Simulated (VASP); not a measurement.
# BN (R3m) in VASP: a series of runs

The runs below take BN through single point, with PBE+D3(BJ).

Program: VASP 6.6.1. These are calculated values, not measurements. Logs are shortened: lines on timing, memory, paths and dates and some standing lists are left out, and cuts for length are marked.

## (1) The cell of the first run

The structure is trigonal, space group R3m (No. 160). Conventional cell: a = 2.302 Å, b = 2.302 Å, c = 9.309 Å, α = 90.00°, β = 90.00°, γ = 120.00°. Within 1.8 Å of B (site symmetry 3m) lie 3 N at 1.33 Å. N (site symmetry 3m) has 3 B at 1.33 Å within 1.8 Å.

## (2) Single point, PBE+D3(BJ) (strain -0.080 along x and y, -0.080 along z)

Input file INCAR:

```
ALGO     = Normal         # electronic algorithm
EDIFF    = 1E-7           # SCF threshold, eV
ENCUT    = 520            # plane-wave cutoff, eV
GGA      = PE             # functional
ISIF     = 2              # what is computed and relaxed
ISMEAR   = 0              # smearing method
IVDW     = 12             # dispersion correction
LASPH    = T              # aspherical terms in the spheres
LCHARG   = T              # write CHGCAR
LELF     = T              # ELF
LREAL    = F              # projectors in reciprocal space
LVHAR    = T            
LWAVE    = F              # write WAVECAR
NBANDS   = 11             # bands
NELM     = 100            # most SCF steps
PREC     = Accurate       # precision mode
SIGMA    = 0.05           # smearing width, eV
```

Input file KPOINTS:

```
k-points
0
Gamma
  12 12 12
```

Input file POSCAR:

```
BN
1.0
    1.1510320406      0.6645486584      3.1030996510
   -1.1510320406      0.6645486584      3.1030996510
    0.0000000000     -1.3290973169      3.1030996510
B N
1 1
Direct
    0.9996712000      0.9996712000      0.9996712000
    0.3327618000      0.3327618000      0.3327618000
```

Potentials or basis: VASP PAW PBE potentials, release 64 (B, N).

Started as:

```sh
cat potpaw_PBE.64/B/POTCAR potpaw_PBE.64/N/POTCAR > POTCAR
mpirun -np 1 vasp_std > vasp.out
```

OUTCAR:

```text
EDIFF = 1E-7
   ENCUT = 520
   GGA = PE
   ISIF = 2
   ISMEAR = 0
   IVDW = 12
   LASPH = T
   LREAL = F
   NELM = 100
   PREC = Accurate
 IVDW          = 12

 ion  position               nearest neighbor table
   1  1.000  1.000  1.000-   2 1.33   2 1.33   2 1.33
   2  0.333  0.333  0.333-   1 1.33   1 1.33   1 1.33

  LATTYP: Found a trigonal (rhomboedric) cell.
 ALAT       =     3.3757557853
 COS(alpha) =     0.7674786797

  Lattice vectors:

 A1 = (   1.1510320406,   0.6645486584,   3.1030996510)
 A2 = (  -1.1510320406,   0.6645486584,   3.1030996510)
 A3 = (   0.0000000000,  -1.3290973169,   3.1030996510)

Analysis of symmetry for initial positions (statically):
=====================================================================
 Subroutine PRICEL returns:
 Original cell was already a primitive cell.

 Routine SETGRP: Setting up the symmetry group for a
 trigonal (rhombohedral) supercell.

 Subroutine GETGRP returns: Found  6 space group operations
 (whereof  6 operations were pure point group operations)
 out of a pool of 12 trial point group operations.

The static configuration has the point symmetry C_3v.

Analysis of symmetry for dynamics (positions and initial velocities):
=====================================================================
 Subroutine PRICEL returns:
 Original cell was already a primitive cell.

 Routine SETGRP: Setting up the symmetry group for a
 trigonal (rhombohedral) supercell.

 Subroutine GETGRP returns: Found  6 space group operations
 (whereof  6 operations were pure point group operations)
 out of a pool of 12 trial point group operations.

The dynamic configuration has the point symmetry C_3v.

 Subroutine INISYM returns: Found  6 space group operations
 (whereof  6 operations are pure point group operations),
 and found     1 'primitive' translations

----------------------------------------------------------------------------------------

                                     Primitive cell

  volume of cell :      14.2417

  direct lattice vectors                    reciprocal lattice vectors
     1.151032041  0.664548658  3.103099651     0.434392773  0.250796784  0.107419474
    -1.151032041  0.664548658  3.103099651    -0.434392773  0.250796784  0.107419474
     0.000000000 -1.329097317  3.103099651     0.000000000 -0.501593569  0.107419474

  length of vectors
     3.375755785  3.375755785  3.375755785     0.512966911  0.512966911  0.512966911

  position of ions in fractional coordinates (direct lattice)
     0.999671200  0.999671200  0.999671200
     0.332761800  0.332761800  0.332761800

  ion indices of the primitive-cell ions
   primitive index   ion index
                 1           1
                 2           2

----------------------------------------------------------------------------------------

 KPOINTS: k-points

Automatic generation of k-mesh.
 Grid dimensions read from file:
 generate k-points for:   12   12   12

 Generating k-lattice:

  Cartesian coordinates                     Fractional coordinates (reciprocal lattice)
     0.036199398  0.020899732  0.008951623     0.083333333  0.000000000  0.000000000
    -0.036199398  0.020899732  0.008951623     0.000000000  0.083333333  0.000000000
     0.000000000 -0.041799464  0.008951623     0.000000000  0.000000000  0.083333333

  Length of vectors
     0.042747243  0.042747243  0.042747243

  Shift w.r.t. Gamma in fractional coordinates (k-lattice)
     0.000000000  0.000000000  0.000000000

 Subroutine IBZKPT returns following result:
 ===========================================

 Found    189 irreducible k-points:

 Following reciprocal coordinates:
            Coordinates               Weight
  0.000000  0.000000  0.000000      1.000000
  0.083333  0.000000  0.000000      6.000000
  0.166667 -0.000000  0.000000      6.000000
  0.250000  0.000000 -0.000000      6.000000
  0.333333  0.000000  0.000000      6.000000
  0.416667  0.000000  0.000000      6.000000
[... 16 lines left out ...]
  0.500000  0.166667  0.000000     12.000000
 -0.416667  0.166667 -0.000000     12.000000
 [... further k-points ...]
   k-points           NKPTS =    189   k-points in BZ     NKDIM =    189   number of bands    NBANDS=     11
   number of dos      NEDOS =    301   number of ions     NIONS =      2
   total plane-waves  NPLWV =  21952
   dimension x,y,z NGX =    28 NGY =   28 NGZ =   28
   dimension x,y,z NGXF=    56 NGYF=   56 NGZF=   56
   ions per type =               1   1
   NGX,Y,Z   is equivalent  to a cutoff of  13.79, 13.79, 13.79 a.u.
   NGXF,Y,Z  is equivalent  to a cutoff of  27.58, 27.58, 27.58 a.u.
 SYSTEM =  unknown system
   PREC   = accura    normal or accurate (medium, high low for compatibility)
   ISTART =      0    job   : 0-new  1-cont  2-samecut
   ICHARG =      2    charge: 1-file 2-atom 10-const
   ISPIN  =      1    spin polarized calculation?
   LNONCOLLINEAR =      F non collinear calculations
   LSORBIT =      F    spin-orbit coupling
   LASPH  =      T    aspherical Exc in radial PAW
   ENCUT  =  520.0 eV  38.22 Ry    6.18 a.u.   6.28  6.28  6.28*2*pi/ulx,y,z
   NELM   =    100;   NELMIN=  2; NELMDL= -5     # of ELM steps
   EDIFF  = 0.1E-06   stopping-criterion for ELM
   LREAL  =      F    real-space projection
   EDIFFG = 0.1E-05   stopping-criterion for IOM
   NSW    =      0    number of steps for IOM
   IBRION =     -1    ionic relax: 0-MD 1-quasi-New 2-CG
   NFREE  =      0    steps in history (QN), initial steepest desc. (CG)
   ISIF   =      2    stress and relaxation
   ISYM   =      2    0-nonsym 1-usesym 2-fastsym
   POTIM  = 0.5000    time-step for ionic-motion
   TEBEG  =    0.0;   TEEND  =   0.0 temperature during run
   PSTRESS=    0.0 pullay stress
   NELECT =       8.0000    total number of electrons
   NUPDOWN=      -1.0000    fix difference up-down
   EMIN   =  10.00;   EMAX   =-10.00  energy-range for DOS
   EFERMI =   0.00;   METHOD = LEGACY
   ISMEAR =     0;   SIGMA  =   0.05  broadening in eV -4-tet -1-fermi 0-gaus
   EFERMI_NEDOS =   21; number of points for ismear=-14 and -15
   IALGO  =     38    algorithm
   IMIX   =      4    mixing-type and parameters
     AMIX     =   0.40;   BMIX     =  1.00
     AMIX_MAG =   1.60;   BMIX_MAG =  1.00
  volume/ion in A,a.u.               =       7.12        48.05
  Fermi-wavevector in a.u.,A,eV,Ry     =   1.350779  2.552603 24.825259  1.824605
  Thomas-Fermi vector in A             =   2.478256
   LORBIT       =      0    0 simple, 1 ext, 2 COOP (PROOUT), +10 PAW based schemes
   GGA     = PE    functional components
   LHFCALC =     F    Hartree Fock is set to
   AEXX    =    0.0000 exact exchange contribution
   IVDW    =    12    specifies the selected vdW correction
   LEPSILON=     F    determine dielectric tensor
   LRPA    =     F    only Hartree local field effects (RPA)
 non-spin polarized calculation
 Gauss-broadening in eV      SIGMA  =   0.05
  energy-cutoff  :      520.00
  volume of cell :       14.24
 maximum number of plane-waves:       407
 NGX is ok and might be reduce to    28
   NGX = 13   NGY = 13   NGZ = 13

 number of electron       8.0000000 magnetization

 Free energy of the ion-electron system (eV)
  ---------------------------------------------------
  ext. energy  EPLUGINS =         0.00000000
  ---------------------------------------------------
  free energy    TOTEN  =       -16.49103151 eV

  energy without entropy =      -16.49103151  energy(sigma->0) =      -16.49103151

 E-fermi :   4.3498     XC(G=0): -11.0788

 val. band max:        4.0157763597   @ k =  -0.3333   0.3333   0.0000
 cond. band min:       8.5444648103   @ k =   0.5000   0.5000  -0.0000
 fundamental gap:      4.5286884506
 Fermi energy:         4.3498395900

 k-point     1 :       0.0000    0.0000    0.0000
  band No.  band energies     occupation
      1     -15.4091      2.00000
      2      -1.1810      2.00000
      3       3.1393      2.00000
      4       3.1393      2.00000
      5       9.5847      0.00000
      6      17.9582      0.00000
      7      17.9582      0.00000
      8      20.5539      0.00000
      9      23.9287      0.00000
     10      34.7873      0.00000
     11      36.6623      0.00000

 k-point     2 :       0.0833    0.0000    0.0000
  band No.  band energies     occupation
      1     -15.2435      2.00000
      2      -1.0005      2.00000
      3       2.5005      2.00000
      4       2.8047      2.00000
      5       9.8878      0.00000
      6      17.9268      0.00000
      7      18.7162      0.00000
      8      19.8825      0.00000
      9      24.4250      0.00000
     10      33.8152      0.00000
     11      35.1923      0.00000

 k-point     3 :       0.1667   -0.0000    0.0000
  band No.  band energies     occupation
      1     -14.7541      2.00000
      2      -0.4675      2.00000
      3       0.8750      2.00000
      4       1.9997      2.00000
      5      10.7257      0.00000
      6      17.8126      0.00000
      7      18.2120      0.00000
      8      20.7689      0.00000
      9      25.4655      0.00000
     10      30.5408      0.00000
     11      32.7884      0.00000
[... 267 lines left out ...]
 k-point    23 :       0.5000    0.1667    0.0000
  band No.  band energies     occupation
      1     -11.4761      2.00000
      2      -5.0164      2.00000
      3      -1.6026      2.00000
      4       2.8054      2.00000
      5      10.7423      0.00000
      6      17.3912      0.00000
      7      19.9130      0.00000
      8      21.3218      0.00000
      9      23.6212      0.00000
     10      29.0640      0.00000
     11      32.5176      0.00000

 k-point    24 :      -0.4167    0.1667   -0.0000
  band No.  band energies     occupation
      1     -11.0093      2.00000
      2      -5.7001      2.00000
      3      -1.7963      2.00000
      4       3.6276      2.00000
      5       9.9186      0.00000
      6      17.5366      0.00000
      7      19.6051      0.00000
      8      20.5808      0.00000
      9      24.1463      0.00000
     10      30.2882      0.00000
     11      32.0197      0.00000

 [... further k-points ...]

------------------------ aborting loop because EDIFF is reached ----------------------------------------

 Edisp (eV)   -0.34246

 E8    (eV) :    -0.1008

  FORCE on cell =-STRESS in cart. coord.  units (eV):
  Direction    XX          YY          ZZ          XY          YZ          ZX
  --------------------------------------------------------------------------------------
  -------------------------------------------------------------------------------------
  Total      12.55081    12.55081     0.17506     0.00000    -0.00000    -0.00000
  in kB    1411.95604  1411.95604    19.69466     0.00000    -0.00000    -0.00000
  external pressure =      947.87 kB  Pullay stress =        0.00 kB

 VOLUME and BASIS-vectors are now :
 -----------------------------------------------------------------------------
  energy-cutoff  :      520.00
  volume of cell :       14.24
      direct lattice vectors                 reciprocal lattice vectors
     1.151032041  0.664548658  3.103099651     0.434392773  0.250796784  0.107419474
    -1.151032041  0.664548658  3.103099651    -0.434392773  0.250796784  0.107419474
     0.000000000 -1.329097317  3.103099651     0.000000000 -0.501593569  0.107419474

 POSITION                                       TOTAL-FORCE (eV/Angst)
 -----------------------------------------------------------------------------------
      0.00000     -0.00000      9.30624         0.000000     -0.000000      0.021463
      0.00000     -0.00000      3.09778         0.000000      0.000000     -0.021463
 -----------------------------------------------------------------------------------
    total drift:                               -0.000000      0.000000     -0.000005

  FREE ENERGIE OF THE ION-ELECTRON SYSTEM (eV)
  ---------------------------------------------------
  free  energy   TOTEN  =       -16.8334903234 eV

  energy  without entropy=      -16.8334903234  energy(sigma->0) =      -16.83349032
```

It took 37 s on 1 thread of Intel Xeon Platinum 8375C at 2.90GHz (Ice Lake), shared host; peak memory 0.18 GiB.

Results:

```yaml
Free_energy: -16.8335 eV
Pressure: 94.8 GPa
Largest_force: 0.021 eV/Å
Band_gap_on_the_k_mesh: 4.53 eV, indirect (least direct gap 5.32 eV)
Dispersion_energy_per_atom: -0.171 eV
```

Forces on the atoms (eV/Å):
```
B    0.000  0.000  0.021
N    0.000  0.000 -0.021
```

Caveat: the cell differs from its parent crystal (strain -0.080 along x and y, -0.080 along z).

## (3) Single point, PBE+D3(BJ) (strain -0.080 along x and y, -0.040 along z)

Input file INCAR:

```
ALGO = Normal
EDIFF = 1E-7
ENCUT = 520
GGA = PE
ISIF = 2
ISMEAR = 0
IVDW = 12
LASPH = T
LCHARG = T
LELF = T
LREAL = F
LVHAR = T
LWAVE = F
NBANDS = 11
NELM = 100
PREC = Accurate
SIGMA = 0.05
```

KPOINTS is that of step 2.

Input file POSCAR:

```
BN
1.0
    1.1510320406      0.6645486584      3.2380170272
   -1.1510320406      0.6645486584      3.2380170272
    0.0000000000     -1.3290973169      3.2380170272
B N
1 1
Direct
    0.9996712000      0.9996712000      0.9996712000
    0.3327618000      0.3327618000      0.3327618000
```

Potentials or basis: VASP PAW PBE potentials, release 64 (B, N).

Started as:

```sh
cat potpaw_PBE.64/B/POTCAR potpaw_PBE.64/N/POTCAR > POTCAR
mpirun -np 1 vasp_std > vasp.out
```

Wall time 39 s (1 thread of Intel Xeon Platinum 8375C at 2.90GHz (Ice Lake), shared host); peak memory 0.18 GiB.

It converged, with:

```yaml
Free_energy: -16.8375 eV
Pressure: 90.3 GPa
Largest_force: 0.004 eV/Å
Band_gap_on_the_k_mesh: 4.62 eV, indirect (least direct gap 5.31 eV)
Dispersion_energy_per_atom: -0.163 eV
```

Forces on the atoms (eV/Å):
```
B    0.000  0.000  0.004
N    0.000  0.000 -0.004
```

Stress tensor (GPa, compression positive):
```
135.66   0.00   0.00
  0.00 135.66   0.00
  0.00   0.00  -0.29
```

Levels at points of the mesh, in eV from the valence-band top:
| k point | band 2 | band 3 | band 4 | band 5 | band 6 | band 7 |
| --- | --- | --- | --- | --- | --- | --- |
| (0.00, 0.00, 0.00) | -5.50 | -0.91 | -0.91 | 5.19 | 13.91 | 13.91 |
| (0.50, 0.00, 0.00) | -9.96 | -4.44 | -0.84 | 5.84 | 12.44 | 14.62 |
| (0.50, 0.50, 0.00) | -9.82 | -4.49 | -1.49 | 4.62 | 12.72 | 15.96 |
| (0.50, 0.50, 0.50) | -7.69 | -0.92 | -0.92 | 11.22 | 13.84 | 13.84 |

Caveat: the cell differs from its parent crystal (strain -0.080 along x and y, -0.040 along z). A k mesh can miss the band edges.
